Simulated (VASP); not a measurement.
# Mg (Fm-3m) in VASP: a series of runs

The runs below take Mg through single point, with LDA.

Program: VASP 6.6.1. These are calculated values, not measurements. Logs are shortened: lines on timing, memory, paths and dates and some standing lists are left out, and cuts for length are marked.

**1. The cell of the first run**

The structure is cubic, space group Fm-3m (No. 225). The conventional cell has a = 4.175 Å, b = 4.175 Å, c = 4.175 Å, α = 90.00°, β = 90.00°, γ = 90.00°. Within 3.9 Å of Mg (site symmetry m-3m) lie 12 Mg at 2.95 Å.

**2. Single point, LDA**

File INCAR:

```
PREC     = Accurate       # precision mode
ENCUT    = 520            # plane-wave cutoff, eV
EDIFF    = 1E-7           # SCF threshold, eV
ISMEAR   = -1             # smearing method
SIGMA    = 0.05           # smearing width, eV
LREAL    = F              # projectors in reciprocal space
LASPH    = T              # aspherical terms in the spheres
NELM     = 60             # most SCF steps
ALGO     = Normal         # electronic algorithm
ISIF     = 2              # what is computed and relaxed
LWAVE    = F              # write WAVECAR
LCHARG   = F              # write CHGCAR
GGA      = CA             # functional
NBANDS   = 7              # bands
```

File KPOINTS:

```
regular mesh
0
Gamma
  10 10 10
```

File POSCAR:

```
Mg
1.0
    0.0000000000      2.0876525405      2.0876525405
    2.0876525405      0.0000000000      2.0876525405
    2.0876525405      2.0876525405      0.0000000000
Mg
1
Direct
    0.0000000000      0.0000000000      0.0000000000
```

Potentials or basis: VASP PAW LDA potentials, release 64 (Mg).

Started as:

```console
> cat potpaw_LDA.64/Mg/POTCAR > POTCAR
> mpirun -np 1 vasp_std > vasp.out
```

OUTCAR:

```text
PREC = Accurate
   ENCUT = 520
   EDIFF = 1E-7
   ISMEAR = -1
   LREAL = F
   LASPH = T
   NELM = 60
   ISIF = 2
   GGA = CA

 ion  position               nearest neighbor table
   1  0.000  0.000  0.000-

  LATTYP: Found a face centered cubic cell.
 ALAT       =     4.1753050810

  Lattice vectors:

 A1 = (   0.0000000000,   2.0876525405,   2.0876525405)
 A2 = (   2.0876525405,   0.0000000000,   2.0876525405)
 A3 = (   2.0876525405,   2.0876525405,   0.0000000000)

Analysis of symmetry for initial positions (statically):
=====================================================================
 Subroutine PRICEL returns:
 Original cell was already a primitive cell.

 Routine SETGRP: Setting up the symmetry group for a
 face centered cubic supercell.

 Subroutine GETGRP returns: Found 48 space group operations
 (whereof 48 operations were pure point group operations)
 out of a pool of 48 trial point group operations.

The static configuration has the point symmetry O_h .

Analysis of symmetry for dynamics (positions and initial velocities):
=====================================================================
 Subroutine PRICEL returns:
 Original cell was already a primitive cell.

 Routine SETGRP: Setting up the symmetry group for a
 face centered cubic supercell.

 Subroutine GETGRP returns: Found 48 space group operations
 (whereof 48 operations were pure point group operations)
 out of a pool of 48 trial point group operations.

The dynamic configuration has the point symmetry O_h .

 Subroutine INISYM returns: Found 48 space group operations
 (whereof 48 operations are pure point group operations),
 and found     1 'primitive' translations

----------------------------------------------------------------------------------------

                                     Primitive cell

  volume of cell :      18.1972

  direct lattice vectors                    reciprocal lattice vectors
     0.000000000  2.087652541  2.087652541    -0.239503457  0.239503457  0.239503457
     2.087652541  0.000000000  2.087652541     0.239503457 -0.239503457  0.239503457
     2.087652541  2.087652541  0.000000000     0.239503457  0.239503457 -0.239503457

  length of vectors
     2.952386536  2.952386536  2.952386536     0.414832156  0.414832156  0.414832156

  position of ions in fractional coordinates (direct lattice)
     0.000000000  0.000000000  0.000000000

  ion indices of the primitive-cell ions
[... 68 lines left out ...]
   ISPIN  =      1    spin polarized calculation?
   LNONCOLLINEAR =      F non collinear calculations
   LSORBIT =      F    spin-orbit coupling
   LASPH  =      T    aspherical Exc in radial PAW
   ENCUT  =  520.0 eV  38.22 Ry    6.18 a.u.   5.49  5.49  5.49*2*pi/ulx,y,z
   NELM   =     60;   NELMIN=  2; NELMDL= -5     # of ELM steps
   EDIFF  = 0.1E-06   stopping-criterion for ELM
   LREAL  =      F    real-space projection
   EDIFFG = 0.1E-05   stopping-criterion for IOM
   NSW    =      0    number of steps for IOM
   IBRION =     -1    ionic relax: 0-MD 1-quasi-New 2-CG
   NFREE  =      0    steps in history (QN), initial steepest desc. (CG)
   ISIF   =      2    stress and relaxation
   ISYM   =      2    0-nonsym 1-usesym 2-fastsym
   POTIM  = 0.5000    time-step for ionic-motion
   TEBEG  =    0.0;   TEEND  =   0.0 temperature during run
   PSTRESS=    0.0 pullay stress
   NELECT =       2.0000    total number of electrons
   NUPDOWN=      -1.0000    fix difference up-down
   EMIN   =  10.00;   EMAX   =-10.00  energy-range for DOS
   EFERMI =   0.00;   METHOD = LEGACY
   ISMEAR =    -1;   SIGMA  =   0.05  broadening in eV -4-tet -1-fermi 0-gaus
   EFERMI_NEDOS =   21; number of points for ismear=-14 and -15
   IALGO  =     38    algorithm
   IMIX   =      4    mixing-type and parameters
     AMIX     =   0.40;   BMIX     =  1.00
     AMIX_MAG =   1.60;   BMIX_MAG =  1.00
  volume/ion in A,a.u.               =      18.20       122.80
  Fermi-wavevector in a.u.,A,eV,Ry     =   0.784182  1.481888  8.366776  0.614941
  Thomas-Fermi vector in A             =   1.888262
   LORBIT       =      0    0 simple, 1 ext, 2 COOP (PROOUT), +10 PAW based schemes
   GGA     = CA    functional components
   LHFCALC =     F    Hartree Fock is set to
   AEXX    =    0.0000 exact exchange contribution
   IVDW    =     0    specifies the selected vdW correction
   LEPSILON=     F    determine dielectric tensor
   LRPA    =     F    only Hartree local field effects (RPA)
 non-spin polarized calculation
  energy-cutoff  :      520.00
  volume of cell :       18.20
 maximum number of plane-waves:       531
 NGX is ok and might be reduce to    24
   NGX = 11   NGY = 11   NGZ = 11

 number of electron       2.0000000 magnetization

 Free energy of the ion-electron system (eV)
  ---------------------------------------------------
  ext. energy  EPLUGINS =         0.00000000
  ---------------------------------------------------
  free energy    TOTEN  =        -1.71081780 eV

  energy without entropy =       -1.70659427  energy(sigma->0) =       -1.70870603

 E-fermi :   3.8603     XC(G=0):  -9.4621

 val. band max:        3.8399045673   @ k =  -0.4000   0.2000   0.0000
 cond. band min:       3.8935772461   @ k =  -0.3000   0.4000   0.1000
 fundamental gap:      0.0536726788
 Fermi energy:         3.8602875087

 k-point     1 :       0.0000    0.0000    0.0000
  band No.  band energies     occupation
      1      -4.1821      2.00000
      2      17.5768      0.00000
      3      17.5768      0.00000
      4      17.5768      0.00000
      5      20.4210      0.00000
      6      20.7635      0.00000
      7      20.7635      0.00000
[... 221 lines left out ...]
 k-point    24 :       0.4000    0.3000    0.0000
  band No.  band energies     occupation
      1       0.1070      2.00000
      2       9.1129      0.00000
      3       9.8755      0.00000
      4      12.7162      0.00000
      5      13.5455      0.00000
      6      17.8406      0.00000
      7      26.7521      0.00000

 [... further k-points ...]
[... 5 lines left out ...]
  --------------------------------------------------------------------------------------
  -------------------------------------------------------------------------------------
  Total        1.0956138      1.0956138      1.0956138      0.0000000      0.0000000      0.0000000
  in kB       96.4635895     96.4635895     96.4635895      0.0000000      0.0000000      0.0000000
  external PRESSURE =      96.4635895 kB  Pullay stress =       0.0000000 kB

 VOLUME and BASIS-vectors are now :
 -----------------------------------------------------------------------------
  energy-cutoff  :      520.00
  volume of cell :       18.20
      direct lattice vectors                 reciprocal lattice vectors
     0.000000000  2.087652541  2.087652541    -0.239503457  0.239503457  0.239503457
     2.087652541  0.000000000  2.087652541     0.239503457 -0.239503457  0.239503457
     2.087652541  2.087652541  0.000000000     0.239503457  0.239503457 -0.239503457

 POSITION                                       TOTAL-FORCE (eV/Angst)
 -----------------------------------------------------------------------------------
      0.00000      0.00000      0.00000        -0.000000      0.000000      0.000000
 -----------------------------------------------------------------------------------
    total drift:                               -0.000000      0.000000      0.000000

  FREE ENERGIE OF THE ION-ELECTRON SYSTEM (eV)
  ---------------------------------------------------
  free  energy   TOTEN  =        -1.7108177971 eV

  energy  without entropy=       -1.7065942691  energy(sigma->0) =       -1.70870603
```

OSZICAR:

```text
N       E                     dE             d eps       ncg     rms          rms(c)
DAV:   1    -0.104203023253E+01   -0.10420E+01   -0.91442E+02   735   0.203E+02
DAV:   2    -0.172240209494E+01   -0.68037E+00   -0.63247E+00   861   0.118E+01
DAV:   3    -0.172480849892E+01   -0.24064E-02   -0.24059E-02   889   0.752E-01
DAV:   4    -0.172480998573E+01   -0.14868E-05   -0.14870E-05   987   0.165E-02
DAV:   5    -0.172480998601E+01   -0.27622E-09   -0.30049E-09   868   0.213E-04    0.629E-01
DAV:   6    -0.171658544593E+01    0.82245E-02   -0.25917E-04   861   0.636E-02    0.398E-01
DAV:   7    -0.171083421690E+01    0.57512E-02   -0.91377E-04   812   0.118E-01    0.194E-02
DAV:   8    -0.171081827979E+01    0.15937E-04   -0.10838E-05  1008   0.172E-02    0.414E-03
DAV:   9    -0.171081788299E+01    0.39680E-06   -0.40905E-07   889   0.321E-03    0.657E-04
DAV:  10    -0.171081779706E+01    0.85931E-07   -0.17868E-08   637   0.730E-04
   1 F= -.17108178E+01 E0= -.17087060E+01  d E =-.422353E-02
```

It took 3.5 s on 1 thread of Intel Xeon Platinum 8559C (Emerald Rapids), shared host; peak memory 0.12 GiB.

What came out:

* Free energy: -1.7108 eV
* Pressure: 9.6 GPa
* Band gap on the k mesh: zero (band 1 reaches 4.70 eV, above the bottom of band 2 at 2.47 eV)

Levels at points of the mesh, in eV from the Fermi level:
| k point | band 1 | band 2 | band 3 | band 4 | band 5 |
| --- | --- | --- | --- | --- | --- |
| (0.00, 0.00, 0.00) | -8.04 | 13.72 | 13.72 | 13.72 | 16.56 |
| (0.50, 0.00, 0.00) | -2.15 | -1.39 | 12.45 | 12.45 | 14.36 |
| (0.50, 0.50, 0.00) | -0.35 | 0.82 | 6.46 | 8.12 | 8.12 |

**3. Single point, LDA**

This run uses another cell than the first one, of 20.78 Å³/atom, 1.142 times its volume.

File INCAR:

```
ALGO = Normal
EDIFF = 1E-6
ENCUT = 520
GGA = CA
ISIF = 2
ISMEAR = -1
LASPH = True
LCHARG = True
LELF = True
LREAL = False
LVHAR = True
LWAVE = False
NBANDS = 7
NELM = 60
PREC = Accurate
SIGMA = 0.05
```

File KPOINTS:

```
k-points
0
Gamma
  10 10 10
```

File POSCAR:

```
Mg
1.0
    0.0000000000      2.1822525030      2.1822525030
    2.1822525030      0.0000000000      2.1822525030
    2.1822525030      2.1822525030      0.0000000000
Mg
1
Direct
    0.0000000000      0.0000000000      0.0000000000
```

Potentials or basis: VASP PAW LDA potentials, release 64 (Mg).

Started as:

```console
> cat potpaw_LDA.64/Mg/POTCAR > POTCAR
> mpirun -np 1 vasp_std > vasp.out
```

Wall time 4.3 s (1 thread of Intel Xeon Platinum 8559C (Emerald Rapids), shared host); peak memory 0.12 GiB.

The run converged. Its results:

```
Free energy            : -1.7955 eV
Pressure               : 1.6 GPa
Band gap on the k mesh : zero (band 1 reaches 3.87 eV, above the bottom of band 2 at 1.68 eV)
```

Levels at points of the mesh, in eV from the Fermi level:
| k point | band 1 | band 2 | band 3 | band 4 | band 5 |
| --- | --- | --- | --- | --- | --- |
| (0.00, 0.00, 0.00) | -7.42 | 12.85 | 12.85 | 12.85 | 15.21 |
| (0.50, 0.00, 0.00) | -1.91 | -1.39 | 11.70 | 11.70 | 12.86 |
| (0.50, 0.50, 0.00) | -0.32 | 0.77 | 6.23 | 7.34 | 7.34 |

**4. Single point, LDA**

This run uses another cell than the first one, of 19.63 Å³/atom, 1.079 times its volume.

File INCAR:

```
ALGO = Normal ; EDIFF = 1E-6
ENCUT = 520 ; ISIF = 2
ISMEAR = -1 ; LASPH = T
LCHARG = T ; LELF = T
LREAL = F ; LVHAR = T
LWAVE = F ; NBANDS = 7
NELM = 60 ; PREC = Accurate
SIGMA = 0.05
```

KPOINTS is that of step 3.

File POSCAR:

```
Mg
1.0
    0.0000000000      2.1409362436      2.1409362436
    2.1409362436      0.0000000000      2.1409362436
    2.1409362436      2.1409362436      0.0000000000
Mg
1
Direct
    0.0000000000      0.0000000000      0.0000000000
```

Started as:

```console
> cat potpaw_LDA.64/Mg/POTCAR > POTCAR
> mpirun -np 1 vasp_std > vasp.out
```

Run time: 3.7 s. Hardware: 1 thread of Intel Xeon Platinum 8559C (Emerald Rapids), shared host; peak memory 0.12 GiB.

Results (log left out):

```yaml
Free_energy: -1.7733 eV
Pressure: 4.6 GPa
Band_gap_on_the_k_mesh: zero (band 1 reaches 4.21 eV, above the bottom of band 2 at 2.01 eV)
```

Levels at points of the mesh, in eV from the Fermi level:
```tsv
k point	band 1	band 2	band 3	band 4
(0.00, 0.00, 0.00)	-7.68	13.22	13.22	13.22
(0.50, 0.00, 0.00)	-2.01	-1.39	12.02	12.02
(0.50, 0.50, 0.00)	-0.33	0.80	6.33	7.67
```

**5. Single point, LDA**

This run uses another cell than the first one, of 21.76 Å³/atom, 1.196 times its volume.

File INCAR:

```
PREC = Accurate
ENCUT = 520
EDIFF = 1E-7
ISMEAR = -1
SIGMA = 0.05
LREAL = False
LASPH = True
NELM = 100
ALGO = Normal
ISIF = 2
LWAVE = False
LCHARG = True
LELF = True
LVHAR = True
NBANDS = 7
```

File KPOINTS:

```
Automatic mesh
0
Gamma
  10 10 10
```

File POSCAR:

```
Mg
1.0
    0.0000000000      2.2160074007      2.2160074007
    2.2160074007      0.0000000000      2.2160074007
    2.2160074007      2.2160074007      0.0000000000
Mg
1
Direct
    0.0000000000      0.0000000000      0.0000000000
```

Started as:

```console
> cat potpaw_LDA.64/Mg/POTCAR > POTCAR
> mpirun -np 1 vasp_std > vasp.out
```

Run time: 3.6 s. Hardware: 1 thread of Intel Xeon Platinum 8559C (Emerald Rapids), shared host; peak memory 0.12 GiB.

It converged, with:

```
Free energy            : -1.7993 eV
Pressure               : -0.3 GPa
Band gap on the k mesh : zero (band 1 reaches 3.60 eV, above the bottom of band 2 at 1.42 eV)
```

Levels at points of the mesh, in eV from the Fermi level:
```tsv
k point	band 1	band 2	band 3	band 4	band 5	band 6
(0.00, 0.00, 0.00)	-7.22	12.56	12.56	12.56	14.65	14.65
(0.50, 0.00, 0.00)	-1.83	-1.39	11.45	11.45	12.37	12.37
(0.50, 0.50, 0.00)	-0.30	0.75	6.14	7.08	7.08	10.08
```

**6. Overview**

```tsv
cell	gap on the mesh (eV)	pressure (GPa)
a = 2.952 Å, angles 60.0°, 1 atom	none	9.6
a = 3.086 Å, angles 60.0°, 1 atom	none	1.6
a = 3.028 Å, angles 60.0°, 1 atom	none	4.6
a = 3.134 Å, angles 60.0°, 1 atom	none	-0.3
```

Alike in all rows: task single point; level LDA; potentials or basis VASP PAW LDA potentials, release 64 (Mg); no spin polarisation; k mesh 10 × 10 × 10; cutoff (eV) 520; smearing fermi-dirac 0.05 eV.

Total energies depend on the potentials used, so only differences within one code and one set of settings carry meaning.
